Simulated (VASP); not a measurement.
# Hf3Ta2F (P4/mmm) in VASP: further runs, part 2 of 2

VASP 6.6.1. Earlier steps stand in the parts before.

## Step 3: Single point, PBE

This run uses another cell than the first one, of 20.89 Å³/atom.

Input file INCAR:

```
SYSTEM = Hf3Ta2F
PREC     = Accurate       ! precision mode
ENCUT    = 520            ! plane-wave cutoff, eV
EDIFF    = 1E-7           ! SCF threshold, eV
ISMEAR   = 0              ! smearing method
SIGMA    = 0.1            ! smearing width, eV
LREAL    = .FALSE.        ! projectors in reciprocal space
LASPH    = .TRUE.         ! aspherical terms in the spheres
NELM     = 100            ! most SCF steps
ALGO     = Normal         ! electronic algorithm
ISIF     = 2              ! what is computed and relaxed
LWAVE    = .FALSE.        ! write WAVECAR
LCHARG   = .FALSE.        ! write CHGCAR
GGA      = PE             ! functional
NBANDS   = 38             ! bands
```

Input file KPOINTS:

```
Automatic mesh
0
G
  6 6 2
  0 0 0
```

Input file POSCAR:

```
Hf3Ta2F
1.0
    3.4081783800      0.0000000000      0.0000000000
    0.0000000000      3.4081783800      0.0000000000
    0.0000000000      0.0000000000     10.7920435200
Hf Ta F
3 2 1
Direct
    0.5000000000      0.5000000000      0.1787200000
    0.5000000000      0.5000000000      0.5000000000
    0.5000000000      0.5000000000      0.8212800000
    0.0000000000      0.0000000000      0.3334420000
    0.0000000000      0.0000000000      0.6665580000
    0.0000000000      0.0000000000      0.0000000000
```

Potentials or basis: VASP PAW PBE potentials, release 64 (Hf_pv, Ta_pv, F).

Command:

```bash
> cat potpaw_PBE.64/Hf_pv/POTCAR potpaw_PBE.64/Ta_pv/POTCAR potpaw_PBE.64/F/POTCAR > POTCAR
> mpirun -np 1 vasp_std > vasp.out
```

OUTCAR:

```text
SYSTEM = Hf3Ta2F
   PREC = Accurate
   ENCUT = 520
   EDIFF = 1E-7
   ISMEAR = 0
   LREAL = .FALSE.
   LASPH = .TRUE.
   NELM = 100
   ISIF = 2
   GGA = PE

 ion  position               nearest neighbor table
   1  0.500  0.500  0.179-   4 2.93   4 2.93   4 2.93   4 2.93   2 3.47   3 3.86
   2  0.500  0.500  0.500-   4 3.01   5 3.01   4 3.01   5 3.01   4 3.01   5 3.01   4 3.01   5 3.01
                             1 3.47   3 3.47
   3  0.500  0.500  0.821-   5 2.93   5 2.93   5 2.93   5 2.93   2 3.47   1 3.86
   4  0.000  0.000  0.333-   1 2.93   1 2.93   1 2.93   1 2.93   2 3.01   2 3.01   2 3.01   2 3.01
                             5 3.60
   5  0.000  0.000  0.667-   3 2.93   3 2.93   3 2.93   3 2.93   2 3.01   2 3.01   2 3.01   2 3.01
                             4 3.60
   6  0.000  0.000  0.000-

  LATTYP: Found a simple tetragonal cell.
 ALAT       =     3.4081783800
 C/A-ratio  =     3.1665136964

  Lattice vectors:

 A1 = (   3.4081783800,   0.0000000000,   0.0000000000)
 A2 = (   0.0000000000,   3.4081783800,   0.0000000000)
 A3 = (   0.0000000000,   0.0000000000,  10.7920435200)

[... 180 lines left out ...]
 val. band max:        4.0267199179   @ k =   0.3333   0.0000   0.5000
 cond. band min:       4.0711627358   @ k =   0.1667   0.1667   0.5000
 fundamental gap:      0.0444428178
 Fermi energy:         4.0657795645

 k-point     1 :       0.0000    0.0000    0.0000
  band No.  band energies     occupation
      1     -29.8112      2.00000
      2     -29.7793      2.00000
      3     -29.6808      2.00000
      4     -29.6808      2.00000
      5     -29.6701      2.00000
      6     -29.6701      2.00000
[... 809 lines left out ...]
     37       7.3761      0.00000
     38       8.0729      0.00000

------------------------ aborting loop because EDIFF is reached ----------------------------------------

  FORCE on cell =-STRESS in cart. coord.  units (eV):
  Direction    XX          YY          ZZ          XY          YZ          ZX
  --------------------------------------------------------------------------------------
  -------------------------------------------------------------------------------------
  Total       -6.7244238     -6.7244238     -3.9739054      0.0000000      0.0000000      0.0000000
  in kB      -85.9443514    -85.9443514    -50.7901838      0.0000000      0.0000000      0.0000000
  external PRESSURE =     -74.2262955 kB  Pullay stress =       0.0000000 kB

 VOLUME and BASIS-vectors are now :
 -----------------------------------------------------------------------------
  energy-cutoff  :      520.00
  volume of cell :      125.36
      direct lattice vectors                 reciprocal lattice vectors
     3.408178380  0.000000000  0.000000000     0.293411872  0.000000000  0.000000000
     0.000000000  3.408178380  0.000000000     0.000000000  0.293411872  0.000000000
     0.000000000  0.000000000 10.792043520     0.000000000  0.000000000  0.092660857

 POSITION                                       TOTAL-FORCE (eV/Angst)
 -----------------------------------------------------------------------------------
      1.70409      1.70409      1.92875        -0.000000      0.000000      0.021708
      1.70409      1.70409      5.39602        -0.000000      0.000000      0.000000
      1.70409      1.70409      8.86329        -0.000000     -0.000000     -0.021708
      0.00000      0.00000      3.59852        -0.000000      0.000000      0.102380
      0.00000      0.00000      7.19352         0.000000      0.000000     -0.102380
      0.00000      0.00000      0.00000        -0.000000      0.000000      0.000000
 -----------------------------------------------------------------------------------
    total drift:                               -0.000000      0.000000      0.000000

  FREE ENERGIE OF THE ION-ELECTRON SYSTEM (eV)
  ---------------------------------------------------
  free  energy   TOTEN  =       -56.4091666143 eV

  energy  without entropy=      -56.3753730129  energy(sigma->0) =      -56.39226981
```

stdout:

```text
POSCAR found type information on POSCAR HfTaF
 POSCAR found :  3 types and       6 ions
 scaLAPACK will be used
 LDA part: xc-table for (Slater+PW92), standard interpolation
 POSCAR, INCAR and KPOINTS ok, starting setup
 FFT: planning ... GRIDC
 FFT: planning ... GRID_SOFT
 FFT: planning ... GRID
 WAVECAR not read
 entering main loop
```

It took 1.7 min on 1 thread of Intel Xeon Platinum 8488C (Sapphire Rapids), shared host; peak memory 0.28 GiB.

What came out:

```
Free energy            : -56.4092 eV
Pressure               : -7.4 GPa
Largest force          : 0.102 eV/Å
Band gap on the k mesh : zero (an odd number of electrons rules out a gap without spin polarisation)
```

Forces in eV/Å, atoms in the order of the input:
```
Hf   0.000  0.000  0.022
Hf   0.000  0.000  0.000
Hf   0.000  0.000 -0.022
Ta   0.000  0.000  0.102
Ta   0.000  0.000 -0.102
F    0.000  0.000  0.000
```

Caveat: the cell stands under tension; spin-orbit coupling is left out, which moves the levels of the heavy elements; an odd number of electrons without spin polarisation forces a metal; a magnetic or distorted state may lie lower.

## Step 4: Relaxation of cell and atoms, PBE

This run uses another cell than the first one, of 20.89 Å³/atom.

Input file INCAR:

```
  PREC = Accurate
  ENCUT = 600
  EDIFF = 1E-6
  ISMEAR = 0
  SIGMA = 0.1
  LREAL = F
  LASPH = T
  NELM = 60
  ALGO = Normal
  ISIF = 3
  LWAVE = F
  LCHARG = F
  GGA = PE
  IBRION = 2
  NSW = 90
  EDIFFG = -0.04
```

Input file KPOINTS:

```
Automatic mesh
0
Gamma
  6 6 2
```

POSCAR is that of step 3.

Command:

```bash
> cat potpaw_PBE.64/Hf_pv/POTCAR potpaw_PBE.64/Ta_pv/POTCAR potpaw_PBE.64/F/POTCAR > POTCAR
> mpirun -np 1 vasp_std > vasp.out
```

It took 29 min on 1 thread of Intel Xeon Platinum 8488C (Sapphire Rapids), shared host; peak memory 0.33 GiB.

It converged, with:

```yaml
Free_energy: -57.1278 eV
Relaxed_volume: 18.66 Å³/atom
Relaxed_cell: a = 2.960 Å, b = 2.960 Å, c = 12.776 Å, α = 90.00°, β = 90.00°, γ = 90.00°
Space_group_after_relaxing_to_0.1_Å: P4/mmm (No. 123)
Energy_gained_by_relaxing: 119.4 meV/atom
Ionic_steps: 27
Pressure_after_relaxing: 0.2 GPa
Largest_force_after_relaxing: 0.028 eV/Å
Band_gap_on_the_k_mesh: zero (an odd number of electrons rules out a gap without spin polarisation)
```

Forces on the atoms (eV/Å):
```
Hf   0.000  0.000 -0.009
Hf   0.000  0.000  0.000
Hf   0.000  0.000  0.009
Ta   0.000  0.000  0.028
Ta   0.000  0.000 -0.028
F    0.000  0.000  0.000
```

Stress tensor (GPa, compression positive):
```
 0.34  0.00  0.00
 0.00  0.34  0.00
 0.00  0.00 -0.04
```

Step by step:
```
step  energy change (eV)  largest force (eV/Å)  pressure (GPa)  volume (Å³)
   1              0.0000                0.1027           -7.43       125.36
   2              0.0190                1.3880           10.60       108.57
   3             -0.2265                0.6411            0.20       116.73
   4             -0.2760                0.3688            0.16       116.08
   5             -0.2991                0.1988            0.37       115.38
   6             -0.2952                0.7671            1.20       113.92
   7             -0.3066                0.3308            0.62       114.87
   8             -0.3075                0.4617            0.83       114.53
   9             -0.3407                0.5111           -1.04       116.28
  10             -0.3500                0.4901           -2.57       117.65
  11             -0.3609                0.4501           -2.55       117.62
  12             -0.3928                0.3167           -2.42       117.52
  13             -0.4520                0.1446           -2.19       117.24
  14             -0.5374                0.4992           -1.72       116.39
  15             -0.3491                1.7657            0.80       113.68
  16             -0.5567                0.7901           -1.34       115.99
  17             -0.5552                1.1155           -0.88       115.54
  18             -0.5592                0.9477           -1.14       115.79
  19             -0.5922                1.0301           -0.94       115.15
  20             -0.6046                1.0783           -0.73       114.11
  21             -0.6077                1.0737           -0.82       114.52
  22             -0.6489                0.8390           -0.83       114.07
  23             -0.7116                0.1359           -0.58       112.74
  24             -0.7130                0.0429           -0.49       112.50
  25             -0.7151                0.0284            0.05       112.06
  26             -0.7154                0.0369            0.37       111.82
  27             -0.7166                0.0280            0.22       111.95
```

Final structure:
```xyz
6
Lattice="2.9601 0.0000 0.0000 0.0000 2.9601 0.0000 0.0000 0.0000 12.7757" Properties=species:S:1:pos:R:3 pbc="T T T"
Hf    1.4801    1.4801    1.8856
Hf    1.4801    1.4801    6.3879
Hf    1.4801    1.4801   10.8901
Ta    0.0000    0.0000    4.0258
Ta    0.0000    0.0000    8.7499
F     0.0000    0.0000    0.0000
```

Levels at points of the mesh, in eV from the Fermi level:
```tsv
k point	band 28	band 29	band 30	band 31	band 32	band 33
(0.00, 0.00, 0.00)	-0.66	-0.40	-0.05	0.48	1.47	1.64
(0.50, 0.00, 0.00)	-0.33	-0.30	-0.04	0.08	0.30	1.43
(0.50, 0.50, 0.00)	-1.85	-0.27	-0.27	1.16	1.64	1.64
(0.00, 0.00, 0.50)	-0.75	-0.59	-0.01	0.83	1.11	1.48
(0.50, 0.00, 0.50)	-0.35	-0.18	-0.15	0.33	0.36	1.16
(0.50, 0.50, 0.50)	-1.77	-0.10	-0.10	1.44	1.44	1.49
```

Caveat: a cell axis changed by over 15 % at a fixed basis, so the end point is rough; spin-orbit coupling is left out, which moves the levels of the heavy elements; an odd number of electrons without spin polarisation forces a metal; a magnetic or distorted state may lie lower.

## Step 5: The runs side by side

```csv
task,cell,cutoff (eV),gap on the mesh (eV),pressure (GPa),largest force (eV/Å)
single point,"a = 2.968, b = 2.968, c = 12.800 Å, 6 atoms, atomic positions A",520,none,-0.6,0.03
single point,"a = 3.408, b = 3.408, c = 10.792 Å, 6 atoms, atomic positions B",520,none,-7.4,0.10
relaxation of cell and atoms,"relaxed from a = 3.408, b = 3.408, c = 10.792 Å, 6 atoms, atomic positions B",600,none,0.2,0.03
```

Alike in all rows: level PBE; potentials or basis VASP PAW PBE potentials, release 64 (Hf_pv, Ta_pv, F); no spin polarisation; k mesh 6 × 6 × 2; smearing gaussian 0.1 eV.

Caveats: spin-orbit coupling is left out, which moves the levels of the heavy elements; an odd number of electrons without spin polarisation forces a metal; a magnetic or distorted state may lie lower; the cell stands under tension (at least some runs); a cell axis changed by over 15 % at a fixed basis, so the end point is rough (at least some runs).

Total energies depend on the potentials used, so only differences within one code and one set of settings carry meaning.

The gap in the log of VASP goes by the Fermi energy; the results here count the filled bands.